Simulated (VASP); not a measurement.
# CdSe (I-4m2) in VASP: a series of runs, part 2 of 2

VASP 6.6.1.

### Step 4. Single point, PBEsol, non-collinear spin, zero start, spin-orbit coupling (film at in-plane strain -0.01)

The input, INCAR:

```
PREC = Accurate
ENCUT = 520
EDIFF = 1E-7
ISMEAR = -1
SIGMA = 0.01
LREAL = F
LASPH = T
NELM = 150
ALGO = Normal
ISIF = 2
LWAVE = F
LCHARG = T
MAGMOM = 0 0 0 0 0 0
LORBIT = 11
LSORBIT = T
GGA_COMPAT = F
LORBMOM = T
GGA = PS
LVHAR = T
NBANDS = 30
```

The input, KPOINTS:

```
regular mesh
0
Gamma
  6 6 6
```

The input, POSCAR:

```
CdSe
1.0
    3.0109012695      3.0109012695      0.0000000000
   -3.0109012695      3.0109012695      0.0000000000
    0.0000000000      3.0109012695      3.0843388759
Cd Se
1 1
Direct
    0.0000000000      0.0000000000      0.0000000000
    0.7500000000      0.2500000000      0.5000000000
```

Potentials or basis: VASP PAW PBE potentials, release 64 (Cd, Se).

On the command line:

```
$ cat potpaw_PBE.64/Cd/POTCAR potpaw_PBE.64/Se/POTCAR > POTCAR
$ mpirun -np 1 vasp_ncl > vasp.out
```

OUTCAR:

```text
PREC = Accurate
   ENCUT = 520
   EDIFF = 1E-7
   ISMEAR = -1
   LREAL = F
   LASPH = T
   NELM = 150
   ISIF = 2
   LORBIT = 11
   LSORBIT = T
   GGA = PS

 ion  position               nearest neighbor table
   1  0.000  0.000  0.000-   2 2.63   2 2.63   2 2.63   2 2.63
   2  0.750  0.250  0.500-   1 2.63   1 2.63   1 2.63   1 2.63

  LATTYP: Found a body centered tetragonal cell.
 ALAT       =     4.2580574103
 C/A-ratio  =     1.4487070411

  Lattice vectors:

[... 1086 lines left out ...]
     0.0000000    -0.0000031     0.0000000    -0.0000031     0.0000000
    -0.0000036    -0.0000036    -0.0000031     0.0000000    -0.0000010
    -0.0000041    -0.0000010     0.0000000    -0.0000010     0.0000000
 l=   3
     0.0000000     0.0000000     0.0000000     0.0000000     0.0000000     0.0000000     0.0000000
     0.0000000     0.0000000     0.0000000     0.0000000     0.0000000     0.0000000     0.0000000
     0.0000000     0.0000000     0.0000000     0.0000000     0.0000000     0.0000000     0.0000000
     0.0000000     0.0000000     0.0000000     0.0000000     0.0000000     0.0000000     0.0000000
     0.0000000     0.0000000     0.0000000     0.0000000     0.0000000     0.0000000     0.0000000
     0.0000000     0.0000000     0.0000000     0.0000000     0.0000000     0.0000000     0.0000000
     0.0000000     0.0000000     0.0000000     0.0000000     0.0000000     0.0000000     0.0000000

 total charge

# of ion       s       p       d       tot
------------------------------------------
    1        0.449   0.322   9.550  10.322
    2        1.445   2.381   0.023   3.849
--------------------------------------------------
tot          1.894   2.703   9.573  14.171

 magnetization (x)

# of ion       s       p       d       tot
------------------------------------------
    1        0.000   0.000   0.000   0.000
    2        0.000   0.000   0.000   0.000
--------------------------------------------------
tot          0.000   0.000   0.000   0.000

 magnetization (y)

# of ion       s       p       d       tot
------------------------------------------
    1        0.000   0.000   0.000   0.000
    2        0.000   0.000   0.000   0.000
--------------------------------------------------
tot          0.000   0.000   0.000   0.000

 magnetization (z)

# of ion       s       p       d       tot
------------------------------------------
    1       -0.000   0.000  -0.000  -0.000
    2       -0.000   0.000   0.000   0.000
--------------------------------------------------
tot         -0.000   0.000  -0.000  -0.000
```

It took 66 s on 1 thread of Intel Xeon 6975P-C (Granite Rapids), shared host; peak memory 0.37 GiB.

Results:

- Free energy: -6.2195 eV
- Pressure: 0.6 GPa
- Net moment: 0.00 μB per cell
- Valence electrons inside the program's atomic spheres: Cd 10.32; Se 3.85

Stress tensor (GPa, compression positive):
```
0.77 0.00 0.00
0.00 0.77 0.00
0.00 0.00 0.33
```

Moments on the atoms (μB; x, y, z):
```
Cd  0.00 0.00 0.00
Se  0.00 0.00 0.00
```

Caveat: the cell differs from its parent crystal (film at in-plane strain -0.01); the PAW data sets were made with another functional, which shifts forces and pressure a little.

### Step 5. Single point, PBEsol, non-collinear spin, zero start, spin-orbit coupling (film at in-plane strain -0.005)

The input, INCAR:

```
ALGO = Normal ; EDIFF = 1E-6
ENCUT = 520 ; GGA = PS
GGA_COMPAT = False ; ISIF = 2
ISMEAR = -1 ; LASPH = True
LCHARG = False ; LNONCOLLINEAR = True
LORBIT = 11 ; LORBMOM = True
LREAL = False ; LSORBIT = True
LWAVE = False ; MAGMOM = 0 0 0 0 0 0
NBANDS = 30 ; NELM = 150
PREC = Accurate ; SIGMA = 0.01
```

The input, KPOINTS:

```
k-points
0
Gamma
  6 6 6
```

The input, POSCAR:

```
CdSe
1.0
    3.0261078415      3.0261078415      0.0000000000
   -3.0261078415      3.0261078415      0.0000000000
    0.0000000000      3.0261078415      3.0610885805
Cd Se
1 1
Direct
    0.0000000000      0.0000000000      0.0000000000
    0.7500000000      0.2500000000      0.5000000000
```

On the command line:

```
$ cat potpaw_PBE.64/Cd/POTCAR potpaw_PBE.64/Se/POTCAR > POTCAR
$ mpirun -np 1 vasp_ncl > vasp.out
```

Wall time 60 s (1 thread of Intel Xeon 6975P-C (Granite Rapids), shared host); peak memory 0.36 GiB.

Results (log left out):

```yaml
Free_energy: -6.2209 eV
Pressure: 0.5 GPa
Net_moment: 0.00 μB per cell
Valence_electrons_inside_the_program's_atomic_spheres: Cd 10.32; Se 3.85
```

Stress tensor (GPa, compression positive):
```
0.57 0.00 0.00
0.00 0.57 0.00
0.00 0.00 0.36
```

Moments on the atoms (μB; x, y, z):
```
Cd  0.00 0.00 0.00
Se  0.00 0.00 0.00
```

Caveat: the cell differs from its parent crystal (film at in-plane strain -0.005); the PAW data sets were made with another functional, which shifts forces and pressure a little.

### Step 6. Single point, PBEsol, non-collinear spin, zero start, spin-orbit coupling (film at in-plane strain +0.005)

The input, INCAR:

```
SYSTEM = CdSe
ALGO = Normal
EDIFF = 1E-7
ENCUT = 520
GGA = PS
GGA_COMPAT = .FALSE.
ISIF = 2
ISMEAR = -1
LASPH = .TRUE.
LCHARG = .FALSE.
LNONCOLLINEAR = .TRUE.
LORBIT = 11
LORBMOM = .TRUE.
LREAL = .FALSE.
LSORBIT = .TRUE.
LWAVE = .FALSE.
MAGMOM = 0 0 0 0 0 0
NBANDS = 30
NELM = 150
PREC = Accurate
SIGMA = 0.01
```

The input, KPOINTS:

```
k-points
0
G
  6 6 6
  0 0 0
```

The input, POSCAR:

```
CdSe
1.0
    3.0565209857      3.0565209857      0.0000000000
   -3.0565209857      3.0565209857      0.0000000000
    0.0000000000      3.0565209857      3.0207288430
Cd Se
1 1
Direct
    0.0000000000      0.0000000000      0.0000000000
    0.7500000000      0.2500000000      0.5000000000
```

Potentials or basis: VASP PAW PBE potentials, release 64 (Cd, Se).

On the command line:

```
$ cat potpaw_PBE.64/Cd/POTCAR potpaw_PBE.64/Se/POTCAR > POTCAR
$ mpirun -np 1 vasp_ncl > vasp.out
```

Wall time 63 s (1 thread of Intel Xeon 6975P-C (Granite Rapids), shared host); peak memory 0.36 GiB.

Results (log left out):

| Quantity | Value |
| --- | --- |
| Free energy | -6.2217 eV |
| Pressure | 0.1 GPa |
| Net moment | 0.00 μB per cell |
| Valence electrons inside the program's atomic spheres | Cd 10.31; Se 3.84 |

Stress tensor (GPa, compression positive):
```
0.07 0.00 0.00
0.00 0.07 0.00
0.00 0.00 0.27
```

Moments on the atoms (μB; x, y, z):
```
Cd  0.00 0.00 0.00
Se  0.00 0.00 0.00
```

Caveat: the cell differs from its parent crystal (film at in-plane strain +0.005); the PAW data sets were made with another functional, which shifts forces and pressure a little.

### Step 7. The runs side by side

```csv
cell,pressure (GPa),moment (μB)
"a = 4.344, b = 4.344, c = 4.291 Å, angles 59.6, 59.6, 90.0°, 2 atoms",0.0,0.00
"a = 4.215, b = 4.215, c = 4.320 Å, angles 60.8, 60.8, 90.0°, 2 atoms",0.9,0.00
"a = 4.258, b = 4.258, c = 4.310 Å, angles 60.4, 60.4, 90.0°, 2 atoms",0.6,0.00
"a = 4.280, b = 4.280, c = 4.304 Å, angles 60.2, 60.2, 90.0°, 2 atoms",0.5,0.00
"a = 4.323, b = 4.323, c = 4.297 Å, angles 59.8, 59.8, 90.0°, 2 atoms",0.1,0.00
```

Alike in all rows: task single point; level PBEsol; potentials or basis VASP PAW PBE potentials, release 64 (Cd, Se); spin non-collinear, zero start, SOC; k mesh 6 × 6 × 6; cutoff (eV) 520; smearing fermi-dirac 0.01 eV.

Caveats: the PAW data sets were made with another functional, which shifts forces and pressure a little.

Total energies depend on the potentials used, so only differences within one code and one set of settings carry meaning.
